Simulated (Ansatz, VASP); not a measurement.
**K in VASP and in Ansatz**

```xyz
1
Lattice="0.0000 2.9023 2.9023 2.9023 0.0000 2.9023 2.9023 2.9023 0.0000" Properties=species:S:1:pos:R:3 pbc="T T T"
K     0.0000    0.0000    0.0000
```

Change from the starting cell: volume scaled by 0.76, LAPW.

Alike in both runs: task single point; functional LDA; k mesh 12 × 12 × 12; occupations fermi-dirac, width 0.08 eV; no spin polarisation.

|  | VASP | Ansatz |
| --- | --- | --- |
| version | VASP 6.6.1 | Ansatz 0.2.0 |
| potentials or method | VASP PAW LDA potentials, release 64 (K_sv), cutoff 520 eV | all-electron LAPW, scalar-relativistic |

|  | VASP | Ansatz | Ansatz less VASP |
| --- | --- | --- | --- |
| pressure (GPa) | 2.0 | 2.1 | +0.01 |

LDA's correlation is that of Perdew and Zunger in VASP and of Perdew and Wang (1992) in Ansatz. Ansatz ran all-electron here, and VASP with PAW potentials.
